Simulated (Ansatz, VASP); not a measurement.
**One calculation of Li2TiO2, two programs**

```
Li Ti O
1.0
    -1.46387    1.91844    4.69516
     1.46387   -1.91844    4.69516
     1.46387    1.91844   -4.69516
Li Ti O
2 1 2
Direct
  0.30317 0.30317 0.00000
  0.69683 0.69683 0.00000
  0.00000 0.00000 0.00000
  0.85581 0.35581 0.50000
  0.14419 0.64419 0.50000
```

Alike in both runs: functional PBE; k mesh 14 × 14 × 14; occupations gaussian, width 0.1 eV; no spin polarisation.

Ansatz relaxed the structure, and its values are those at the end. VASP's run is a single point on that final structure, the one shown.

|  | VASP | Ansatz |
| --- | --- | --- |
| version | VASP 6.6.1 | Ansatz 0.2.0 |
| potentials or method | VASP PAW PBE potentials, release 64 (Li_sv, Ti_sv, O), cutoff 520 eV | scalar-relativistic, plane waves, PAW |
| valence electrons in the cell | 30 | 30 |

```csv
,VASP,Ansatz,Ansatz less VASP
gap on the k mesh at the Fermi level (eV),none,none,-
rms of the force components (eV/Å),0.018,0.000,-0.0173
```

A gap of «none» marks a metal or a gap that the smearing closes. With one functional, cell and mesh, what is left measures potentials, basis and numerics.

Noted on VASP's run: the cutoff is under 1.25 times that of the potentials, so the pressure is a little rough.
